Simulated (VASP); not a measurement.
# Ag2O (Pn-3m) in VASP: further runs, part 2 of 2

VASP 6.6.1. The steps go on from the part before.

## 4. Single point, PBE

This run uses another cell than the first one, of 16.43 Å³/atom.

Input file INCAR:

```
SYSTEM = Ag2O
ALGO = Normal ; EDIFF = 1E-6
ENCUT = 600 ; GGA = PE
GGA_COMPAT = .FALSE. ; ISIF = 2
ISMEAR = 0 ; LASPH = .TRUE.
LCHARG = .FALSE. ; LREAL = .FALSE.
LWAVE = .FALSE. ; NBANDS = 37
NELM = 120 ; PREC = Accurate
SIGMA = 0.1
```

Input file KPOINTS:

```
k-points
0
G
  8 8 8
  0 0 0
```

Input file POSCAR:

```
Ag2O
1.0
    4.6195747188      0.0000000000      0.0000000000
    0.0000000000      4.6195747188      0.0000000000
    0.0000000000      0.0000000000      4.6195747188
Ag O
4 2
Direct
    0.7500000000      0.7500000000      0.7500000000
    0.7500000000      0.2500000000      0.2500000000
    0.2500000000      0.2500000000      0.7500000000
    0.2500000000      0.7500000000      0.2500000000
    0.0000000000      0.0000000000      0.0000000000
    0.5000000000      0.5000000000      0.5000000000
```

Potentials or basis: VASP PAW PBE potentials, release 64 (Ag, O).

On the command line:

```sh
$ cat potpaw_PBE.64/Ag/POTCAR potpaw_PBE.64/O/POTCAR > POTCAR
$ mpirun -np 1 vasp_std > vasp.out
```

OUTCAR:

```text
SYSTEM = Ag2O
   EDIFF = 1E-6
   ENCUT = 600
   GGA = PE
   ISIF = 2
   ISMEAR = 0
   LASPH = .TRUE.
   LREAL = .FALSE.
   NELM = 120
   PREC = Accurate

 ion  position               nearest neighbor table
   1  0.750  0.750  0.750-   5 2.00   6 2.00   4 3.27   2 3.27   3 3.27   2 3.27   4 3.27   2 3.27
                             3 3.27   2 3.27   3 3.27   4 3.27   4 3.27   3 3.27
   2  0.750  0.250  0.250-   5 2.00   6 2.00   4 3.27   1 3.27   3 3.27   1 3.27   3 3.27   1 3.27
                             4 3.27   1 3.27   3 3.27   4 3.27   3 3.27   4 3.27
   3  0.250  0.250  0.750-   5 2.00   6 2.00   4 3.27   1 3.27   2 3.27   2 3.27   4 3.27   1 3.27
                             4 3.27   4 3.27   1 3.27   2 3.27   2 3.27   1 3.27
   4  0.250  0.750  0.250-   5 2.00   6 2.00   3 3.27   1 3.27   2 3.27   1 3.27   3 3.27   2 3.27
                             3 3.27   3 3.27   1 3.27   2 3.27   1 3.27   2 3.27
   5  0.000  0.000  0.000-   1 2.00   2 2.00   3 2.00   4 2.00
   6  0.500  0.500  0.500-   1 2.00   2 2.00   3 2.00   4 2.00

  LATTYP: Found a simple cubic cell.
 ALAT       =     4.6195747188

  Lattice vectors:

 A1 = (   4.6195747188,   0.0000000000,   0.0000000000)
 A2 = (   0.0000000000,   4.6195747188,   0.0000000000)
[... 193 lines left out ...]

 k-point     1 :       0.0000    0.0000    0.0000
  band No.  band energies     occupation
      1     -13.9885      2.00000
      2     -13.1566      2.00000
      3      -2.0044      2.00000
      4      -2.0044      2.00000
      5      -2.0044      2.00000
      6       0.4047      2.00000
[... 949 lines left out ...]
     36      14.5472      0.00000
     37      15.1379      0.00000

 [... further k-points ...]

------------------------ aborting loop because EDIFF is reached ----------------------------------------

  FORCE on cell =-STRESS in cart. coord.  units (eV):
  Direction    XX          YY          ZZ          XY          YZ          ZX
  --------------------------------------------------------------------------------------
  -------------------------------------------------------------------------------------
  Total        7.1367157      7.1367157      7.1367157     -0.0000000      0.0000000     -0.0000000
  in kB      115.9853113    115.9853113    115.9853113     -0.0000000      0.0000000     -0.0000000
  external PRESSURE =     115.9853113 kB  Pullay stress =       0.0000000 kB

 VOLUME and BASIS-vectors are now :
 -----------------------------------------------------------------------------
  energy-cutoff  :      600.00
  volume of cell :       98.58
      direct lattice vectors                 reciprocal lattice vectors
     4.619574719  0.000000000  0.000000000     0.216470143  0.000000000  0.000000000
     0.000000000  4.619574719  0.000000000     0.000000000  0.216470143  0.000000000
     0.000000000  0.000000000  4.619574719     0.000000000  0.000000000  0.216470143

 POSITION                                       TOTAL-FORCE (eV/Angst)
 -----------------------------------------------------------------------------------
      3.46468      3.46468      3.46468         0.000000      0.000000     -0.000000
      3.46468      1.15489      1.15489        -0.000000      0.000000      0.000000
      1.15489      1.15489      3.46468         0.000000     -0.000000      0.000000
      1.15489      3.46468      1.15489         0.000000      0.000000     -0.000000
      0.00000      0.00000      0.00000        -0.000000      0.000000     -0.000000
      2.30979      2.30979      2.30979        -0.000000      0.000000     -0.000000
 -----------------------------------------------------------------------------------
    total drift:                                0.000000      0.000000      0.000000

  FREE ENERGIE OF THE ION-ELECTRON SYSTEM (eV)
  ---------------------------------------------------
  free  energy   TOTEN  =       -21.0457712287 eV

  energy  without entropy=      -21.0454723199  energy(sigma->0) =      -21.04562177
```

OSZICAR:

```text
N       E                     dE             d eps       ncg     rms          rms(c)
DAV:   1     0.424816882440E+03    0.42482E+03   -0.31307E+04  2590   0.166E+03
DAV:   2    -0.169151320367E+01   -0.42651E+03   -0.40625E+03  2787   0.365E+02
DAV:   3    -0.249956843316E+02   -0.23304E+02   -0.23025E+02  2890   0.863E+01
DAV:   4    -0.252100684842E+02   -0.21438E+00   -0.21422E+00  2775   0.874E+00
DAV:   5    -0.252113606720E+02   -0.12922E-02   -0.12922E-02  2869   0.671E-01    0.240E+01
DAV:   6    -0.212315986701E+02    0.39798E+01   -0.17892E+01  3011   0.335E+01    0.142E+01
DAV:   7    -0.210690933692E+02    0.16251E+00   -0.21100E+00  2608   0.116E+01    0.102E+01
DAV:   8    -0.211319779816E+02   -0.62885E-01   -0.10064E+00  2670   0.513E+00    0.359E+00
DAV:   9    -0.210456401527E+02    0.86338E-01   -0.22587E-01  3088   0.302E+00    0.736E-01
DAV:  10    -0.210457374783E+02   -0.97326E-04   -0.27191E-02  2610   0.905E-01    0.182E-01
DAV:  11    -0.210457424113E+02   -0.49331E-05   -0.30728E-04  2916   0.104E-01    0.158E-01
DAV:  12    -0.210457929761E+02   -0.50565E-04   -0.10537E-04  2760   0.964E-02    0.510E-02
DAV:  13    -0.210457710181E+02    0.21958E-04   -0.35636E-05  3064   0.679E-02    0.259E-02
DAV:  14    -0.210457718415E+02   -0.82338E-06   -0.21422E-05  2649   0.261E-02    0.160E-02
DAV:  15    -0.210457712287E+02    0.61279E-06   -0.13669E-06  1636   0.809E-03
   1 F= -.21045771E+02 E0= -.21045622E+02  d E =-.298909E-03
```

stdout:

```text
POSCAR found type information on POSCAR AgO
 POSCAR found :  2 types and       6 ions
 scaLAPACK will be used
 LDA part: xc-table for (Slater+PW92), standard interpolation
 POSCAR, INCAR and KPOINTS ok, starting setup
 FFT: planning ... GRIDC
 FFT: planning ... GRID_SOFT
 FFT: planning ... GRID
 WAVECAR not read
 entering main loop
```

Wall time 3.6 min (1 thread of Intel Xeon 8259CL, shared host); peak memory 0.31 GiB.

Results:

| Property | Result |
| --- | --- |
| Free energy | -21.0458 eV |
| Pressure | 11.6 GPa |
| Band gap on the k mesh | 0.15 eV |

Levels at points of the mesh, in eV from the valence-band top:
| k point | band 26 | band 27 | band 28 | band 29 | band 30 | band 31 |
| --- | --- | --- | --- | --- | --- | --- |
| (0.00, 0.00, 0.00) | 0.00 | 0.00 | 0.00 | 0.15 | 1.76 | 1.76 |
| (0.50, 0.00, 0.00) | -1.79 | -0.53 | -0.53 | 2.18 | 2.18 | 4.69 |
| (0.50, 0.50, 0.00) | -1.81 | -0.92 | -0.92 | 2.08 | 2.08 | 3.80 |
| (0.50, 0.50, 0.50) | -0.76 | -0.76 | -0.76 | 2.35 | 2.35 | 2.35 |

Caveat: the cell stands under pressure.
